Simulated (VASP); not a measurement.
# ZnS (F-43m) in VASP: settings compared

The runs below take ZnS through relaxation of cell and atoms, single point, with revPBE, BLYP+D3(BJ), PBE, r2SCAN.

All numbers are computed with VASP 6.6.1; they aren't measurements. Logs are shortened: lines on timing, memory, paths and dates and some standing lists are left out, and cuts for length are marked.

**What was measured.**

From “Electronic, vibrational, and thermodynamic properties of ZnS (zincblende and rocksalt structure)”, 2009, arxiv:0911.5022, for a bulk crystal of ZnS at 19 K: band gap 3.85 eV (direct).

How close the calculation comes is told below.

### Step 1. The cell of the first run

The structure is cubic, space group F-43m (No. 216). The conventional cell has a = 5.404 Å, b = 5.404 Å, c = 5.404 Å, α = 90.00°, β = 90.00°, γ = 90.00°. Zn (site symmetry -43m) has 4 S at 2.34 Å within 3.1 Å. Within 3.1 Å of S (site symmetry -43m) lie 4 Zn at 2.34 Å.

### Step 2. Relaxation of cell and atoms, revPBE

The input, INCAR:

```
PREC = Accurate
ENCUT = 600
EDIFF = 1E-6
ISMEAR = -1
SIGMA = 0.05
LREAL = F
LASPH = T
NELM = 80
ALGO = Normal
ISIF = 3
LWAVE = F
LCHARG = F
GGA = RE
IBRION = 2
NSW = 60
EDIFFG = -0.01
```

The input, KPOINTS:

```
Automatic mesh
0
Gamma
  9 9 9
```

The input, POSCAR:

```
ZnS
1.0
    0.0000000000      2.7020000000      2.7020000000
    2.7020000000      0.0000000000      2.7020000000
    2.7020000000      2.7020000000      0.0000000000
Zn S
1 1
Direct
    0.7500000000      0.7500000000      0.7500000000
    0.0000000000      0.0000000000      0.0000000000
```

Potentials or basis: VASP PAW PBE potentials, release 64 (Zn, S).

The run is started by

```console
$ cat potpaw_PBE.64/Zn/POTCAR potpaw_PBE.64/S/POTCAR > POTCAR
$ mpirun -np 1 vasp_std > vasp.out
```

OUTCAR:

```text
PREC = Accurate
   ENCUT = 600
   EDIFF = 1E-6
   ISMEAR = -1
   LREAL = F
   LASPH = T
   NELM = 80
   ISIF = 3
   GGA = RE
   IBRION = 2
   NSW = 60
   EDIFFG = -0.01

 ion  position               nearest neighbor table
   1  0.750  0.750  0.750-   2 2.34   2 2.34   2 2.34   2 2.34
   2  0.000  0.000  0.000-   1 2.34   1 2.34   1 2.34   1 2.34

  LATTYP: Found a face centered cubic cell.
 ALAT       =     5.4040000000

  Lattice vectors:

 A1 = (   0.0000000000,   2.7020000000,   2.7020000000)
 A2 = (   2.7020000000,   0.0000000000,   2.7020000000)
 A3 = (   2.7020000000,   2.7020000000,   0.0000000000)

Analysis of symmetry for initial positions (statically):
=====================================================================
 Subroutine PRICEL returns:
 Original cell was already a primitive cell.

 Routine SETGRP: Setting up the symmetry group for a
 face centered cubic supercell.

 Subroutine GETGRP returns: Found 24 space group operations
 (whereof 24 operations were pure point group operations)
 out of a pool of 48 trial point group operations.

The static configuration has the point symmetry T_d .

Analysis of symmetry for dynamics (positions and initial velocities):
=====================================================================
 Subroutine PRICEL returns:
 Original cell was already a primitive cell.

 Routine SETGRP: Setting up the symmetry group for a
 face centered cubic supercell.

 Subroutine GETGRP returns: Found 24 space group operations
 (whereof 24 operations were pure point group operations)
 out of a pool of 48 trial point group operations.

The dynamic configuration has the point symmetry T_d .

 Subroutine INISYM returns: Found 24 space group operations
 (whereof 24 operations are pure point group operations),
 and found     1 'primitive' translations

----------------------------------------------------------------------------------------

                                     Primitive cell

  volume of cell :      39.4535

  direct lattice vectors                    reciprocal lattice vectors
     0.000000000  2.702000000  2.702000000    -0.185048113  0.185048113  0.185048113
     2.702000000  0.000000000  2.702000000     0.185048113 -0.185048113  0.185048113
     2.702000000  2.702000000  0.000000000     0.185048113  0.185048113 -0.185048113

  length of vectors
     3.821205046  3.821205046  3.821205046     0.320512733  0.320512733  0.320512733

  position of ions in fractional coordinates (direct lattice)
     0.750000000  0.750000000  0.750000000
     0.000000000  0.000000000  0.000000000

  ion indices of the primitive-cell ions
   primitive index   ion index
                 1           1
                 2           2

----------------------------------------------------------------------------------------

 KPOINTS: Automatic mesh

Automatic generation of k-mesh.
 Grid dimensions read from file:
 generate k-points for:    9    9    9

 Generating k-lattice:

  Cartesian coordinates                     Fractional coordinates (reciprocal lattice)
    -0.020560901  0.020560901  0.020560901     0.111111111  0.000000000  0.000000000
     0.020560901 -0.020560901  0.020560901     0.000000000  0.111111111  0.000000000
     0.020560901  0.020560901 -0.020560901     0.000000000  0.000000000  0.111111111

  Length of vectors
     0.035612526  0.035612526  0.035612526

  Shift w.r.t. Gamma in fractional coordinates (k-lattice)
     0.000000000  0.000000000  0.000000000

 Subroutine IBZKPT returns following result:
 ===========================================

 Found     35 irreducible k-points:

 Following reciprocal coordinates:
            Coordinates               Weight
  0.000000  0.000000  0.000000      1.000000
  0.111111  0.000000  0.000000      8.000000
  0.222222  0.000000  0.000000      8.000000
  0.333333  0.000000  0.000000      8.000000
  0.444444  0.000000  0.000000      8.000000
  0.111111  0.111111  0.000000      6.000000
[... 16 lines left out ...]
 -0.333333  0.333333  0.000000     12.000000
  0.444444  0.444444  0.000000      6.000000
 [... further k-points ...]
   k-points           NKPTS =     35   k-points in BZ     NKDIM =     35   number of bands    NBANDS=     13
   number of dos      NEDOS =    301   number of ions     NIONS =      2
   total plane-waves  NPLWV =  32768
   dimension x,y,z NGX =    32 NGY =   32 NGZ =   32
   dimension x,y,z NGXF=    64 NGYF=   64 NGZF=   64
   ions per type =               1   1
   NGX,Y,Z   is equivalent  to a cutoff of  13.92, 13.92, 13.92 a.u.
   NGXF,Y,Z  is equivalent  to a cutoff of  27.84, 27.84, 27.84 a.u.
 SYSTEM =  unknown system
   PREC   = accura    normal or accurate (medium, high low for compatibility)
   ISTART =      0    job   : 0-new  1-cont  2-samecut
   ICHARG =      2    charge: 1-file 2-atom 10-const
   ISPIN  =      1    spin polarized calculation?
   LNONCOLLINEAR =      F non collinear calculations
   LSORBIT =      F    spin-orbit coupling
   LASPH  =      T    aspherical Exc in radial PAW
   ENCUT  =  600.0 eV  44.10 Ry    6.64 a.u.   7.63  7.63  7.63*2*pi/ulx,y,z
   NELM   =     80;   NELMIN=  2; NELMDL= -5     # of ELM steps
   EDIFF  = 0.1E-05   stopping-criterion for ELM
   LREAL  =      F    real-space projection
   EDIFFG = -.1E-01   stopping-criterion for IOM
   NSW    =     60    number of steps for IOM
   IBRION =      2    ionic relax: 0-MD 1-quasi-New 2-CG
   NFREE  =      1    steps in history (QN), initial steepest desc. (CG)
   ISIF   =      3    stress and relaxation
   ISYM   =      2    0-nonsym 1-usesym 2-fastsym
   POTIM  = 0.5000    time-step for ionic-motion
   TEBEG  =    0.0;   TEEND  =   0.0 temperature during run
   PSTRESS=    0.0 pullay stress
   NELECT =      18.0000    total number of electrons
   NUPDOWN=      -1.0000    fix difference up-down
   EMIN   =  10.00;   EMAX   =-10.00  energy-range for DOS
   EFERMI =   0.00;   METHOD = LEGACY
   ISMEAR =    -1;   SIGMA  =   0.05  broadening in eV -4-tet -1-fermi 0-gaus
   EFERMI_NEDOS =   21; number of points for ismear=-14 and -15
   IALGO  =     38    algorithm
   IMIX   =      4    mixing-type and parameters
     AMIX     =   0.40;   BMIX     =  1.00
     AMIX_MAG =   1.60;   BMIX_MAG =  1.00
  volume/ion in A,a.u.               =      19.73       133.12
  Fermi-wavevector in a.u.,A,eV,Ry     =   1.260290  2.381602 21.610537  1.588330
  Thomas-Fermi vector in A             =   2.393807
   LORBIT       =      0    0 simple, 1 ext, 2 COOP (PROOUT), +10 PAW based schemes
   GGA     = RE    functional components
   LHFCALC =     F    Hartree Fock is set to
   AEXX    =    0.0000 exact exchange contribution
   IVDW    =     0    specifies the selected vdW correction
   LEPSILON=     F    determine dielectric tensor
   LRPA    =     F    only Hartree local field effects (RPA)
 conjugate gradient relaxation of ions
 non-spin polarized calculation
  energy-cutoff  :      600.00
  volume of cell :       39.45
 maximum number of plane-waves:      1363
   NGX = 15   NGY = 15   NGZ = 15

--------------------------------------- Ionic step        1  -------------------------------------------

 number of electron      17.9999998 magnetization

 Free energy of the ion-electron system (eV)
  ---------------------------------------------------
  ext. energy  EPLUGINS =         0.00000000
  ---------------------------------------------------
  free energy    TOTEN  =        -6.26277414 eV

  energy without entropy =       -6.26277414  energy(sigma->0) =       -6.26277414

------------------------ aborting loop because EDIFF is reached ----------------------------------------

  FORCE on cell =-STRESS in cart. coord.  units (eV):
  Direction    XX          YY          ZZ          XY          YZ          ZX
  --------------------------------------------------------------------------------------
  -------------------------------------------------------------------------------------
  Total        0.8907592      0.8907592      0.8907592      0.0000000      0.0000000     -0.0000000
  in kB       36.1730290     36.1730290     36.1730290      0.0000000      0.0000000     -0.0000000
  external PRESSURE =      36.1730290 kB  Pullay stress =       0.0000000 kB
[... 57 lines left out ...]
  energy  without entropy=       -6.2835181072  energy(sigma->0) =       -6.28351811

--------------------------------------- Ionic step        3  -------------------------------------------

 number of electron      18.0000014 magnetization

 Free energy of the ion-electron system (eV)
  ---------------------------------------------------
  ext. energy  EPLUGINS =         0.00000000
  ---------------------------------------------------
  free energy    TOTEN  =        -6.28493150 eV

  energy without entropy =       -6.28493150  energy(sigma->0) =       -6.28493150

 E-fermi :   2.7626     XC(G=0):  -9.2237

 val. band max:        1.7322404655   @ k =   0.0000   0.0000   0.0000
 cond. band min:       3.7525667892   @ k =   0.0000   0.0000   0.0000
 fundamental gap:      2.0203263237
 Fermi energy:         2.7625549666

 k-point     1 :       0.0000    0.0000    0.0000
  band No.  band energies     occupation
      1     -11.0550      2.00000
      2      -4.3855      2.00000
      3      -4.3855      2.00000
      4      -4.3855      2.00000
      5      -3.9422      2.00000
      6      -3.9422      2.00000
      7       1.7322      2.00000
      8       1.7322      2.00000
      9       1.7322      2.00000
     10       3.7526      0.00000
     11       8.1997      0.00000
     12       8.1997      0.00000
     13       8.1997      0.00000
[... 353 lines left out ...]
 k-point    24 :       0.4444    0.4444    0.0000
  band No.  band energies     occupation
      1      -9.9875      2.00000
      2      -4.3707      2.00000
      3      -4.0922      2.00000
      4      -4.0922      2.00000
      5      -3.8784      2.00000
      6      -3.7924      2.00000
      7      -2.4513      2.00000
      8      -0.2463      2.00000
      9      -0.2463      2.00000
     10       5.4211      0.00000
     11       5.9230      0.00000
     12      12.2627      0.00000
     13      13.0453      0.00000

 [... further k-points ...]
[... 5 lines left out ...]
  --------------------------------------------------------------------------------------
  -------------------------------------------------------------------------------------
  Total        0.0163565      0.0163565      0.0163565      0.0000000      0.0000000      0.0000000
  in kB        0.6313777      0.6313777      0.6313777      0.0000000      0.0000000      0.0000000
  external PRESSURE =       0.6313777 kB  Pullay stress =       0.0000000 kB
[... 17 lines left out ...]
  FREE ENERGIE OF THE ION-ELECTRON SYSTEM (eV)
  ---------------------------------------------------
  free  energy   TOTEN  =        -6.2849314962 eV

  energy  without entropy=       -6.2849314962  energy(sigma->0) =       -6.28493150

 reached required accuracy - stopping structural energy minimisation
```

Run time: 49 s. Hardware: 1 thread of AMD EPYC 7R43 (Zen 3), shared host; peak memory 0.16 GiB.

What came out:

| Quantity | Value |
| --- | --- |
| Free energy | -6.2849 eV |
| Relaxed volume | 20.75 Å³/atom |
| Relaxed cell | a = 3.886 Å, b = 3.886 Å, c = 3.886 Å, α = 60.00°, β = 60.00°, γ = 60.00° |
| Space group after relaxing (to 0.05 Å) | F-43m (No. 216) |
| Energy gained by relaxing | 11.1 meV/atom |
| Ionic steps | 3 |
| Pressure after relaxing | 0.1 GPa |
| Band gap on the k mesh | 2.02 eV, direct |

The path:
| step | energy change (eV) | largest force (eV/Å) | pressure (GPa) | volume (Å³) |
| --- | --- | --- | --- | --- |
| 1 | 0.0000 | 0.0000 | 3.62 | 39.45 |
| 2 | -0.0207 | 0.0000 | -0.79 | 42.05 |
| 3 | -0.0222 | 0.0000 | 0.06 | 41.51 |

Final structure:
```yaml
crystal:
  lattice:
    - [0.00000, 2.74807, 2.74807]
    - [2.74807, 0.00000, 2.74807]
    - [2.74807, 2.74807, 0.00000]
  atoms:
    - { symbol: Zn, position: [0.75000, 0.75000, 0.75000] }
    - { symbol: S, position: [0.00000, 0.00000, 0.00000] }
```

Levels at points of the mesh, in eV from the valence-band top:
```csv
k point,band 7,band 8,band 9,band 10,band 11,band 12
"(0.00, 0.00, 0.00)",0.00,0.00,0.00,2.02,6.47,6.47
```

Caveat: the PAW data sets were made with another functional, which shifts forces and pressure a little.

### Step 3. Relaxation of cell and atoms, BLYP+D3(BJ)

The input, INCAR:

```
AGGAC    = 1.0          
AGGAX    = 1.0          
ALDAC    = 0.0          
ALDAX    = 1.0          
ALGO     = Normal         # electronic algorithm
EDIFF    = 1E-6           # SCF threshold, eV
EDIFFG   = -0.01          # ionic threshold
ENCUT    = 600            # plane-wave cutoff, eV
GGA      = B5             # functional
IBRION   = 2              # ionic algorithm
ISIF     = 3              # what is computed and relaxed
ISMEAR   = -1             # smearing method
IVDW     = 12             # dispersion correction
LASPH    = T              # aspherical terms in the spheres
LCHARG   = F              # write CHGCAR
LREAL    = F              # projectors in reciprocal space
LWAVE    = F              # write WAVECAR
NELM     = 100            # most SCF steps
NSW      = 60             # ionic steps
PREC     = Accurate       # precision mode
SIGMA    = 0.05           # smearing width, eV
VDW_A1   = 0.4298       
VDW_A2   = 4.2359       
VDW_S6   = 1.0          
VDW_S8   = 2.6996
```

The input, KPOINTS:

```
k-points
0
Gamma
  9 9 9
```

POSCAR is that of step 2.

Potentials or basis: VASP PAW PBE potentials, release 64 (Zn, S).

The run is started by

```console
$ cat potpaw_PBE.64/Zn/POTCAR potpaw_PBE.64/S/POTCAR > POTCAR
$ mpirun -np 1 vasp_std > vasp.out
```

It took 80 s on 1 thread of AMD EPYC 7R43 (Zen 3), shared host; peak memory 0.16 GiB.

Results (log left out):

```yaml
Free_energy: -7.1175 eV
Relaxed_volume: 19.55 Å³/atom
Relaxed_cell: a = 3.810 Å, b = 3.810 Å, c = 3.810 Å, α = 60.00°, β = 60.00°, γ = 60.00°
Space_group_after_relaxing_to_0.05_Å: F-43m (No. 216)
Energy_gained_by_relaxing: 0.4 meV/atom
Ionic_steps: 3
Pressure_after_relaxing: 0.0 GPa
Band_gap_on_the_k_mesh: 2.17 eV, direct
Dispersion_energy_per_atom: -0.674 eV
```

The path:
```csv
step,energy change (eV),largest force (eV/Å),pressure (GPa),volume (Å³)
1,0.0000,0.0000,-0.69,39.45
2,-0.0007,0.0000,0.28,38.97
3,-0.0008,0.0000,0.01,39.10
```

Final structure:
```cif
data_structure
_symmetry_space_group_name_H-M 'P 1'
_symmetry_Int_Tables_number 1
_cell_length_a 3.8096
_cell_length_b 3.8096
_cell_length_c 3.8096
_cell_angle_alpha 60.000
_cell_angle_beta 60.000
_cell_angle_gamma 60.000
_cell_volume 39.10
loop_
_atom_site_label
_atom_site_type_symbol
_atom_site_fract_x
_atom_site_fract_y
_atom_site_fract_z
_atom_site_occupancy
Zn1 Zn 0.75000 0.75000 0.75000 1
S1 S 0.00000 0.00000 0.00000 1
```

Levels at points of the mesh, in eV from the valence-band top:
```
           k point  band 5  band 6  band 7  band 8  band 9  band 10  band 11  band 12  band 13
(0.00, 0.00, 0.00)   -5.98   -5.98    0.00    0.00    0.00     2.17     6.45     6.45     6.45
```

Caveat: the PAW data sets were made with another functional, which shifts forces and pressure a little. BLYP gaps usually lie below the measured ones, often by a third to a half.

(Continued in part 2 of 2.)
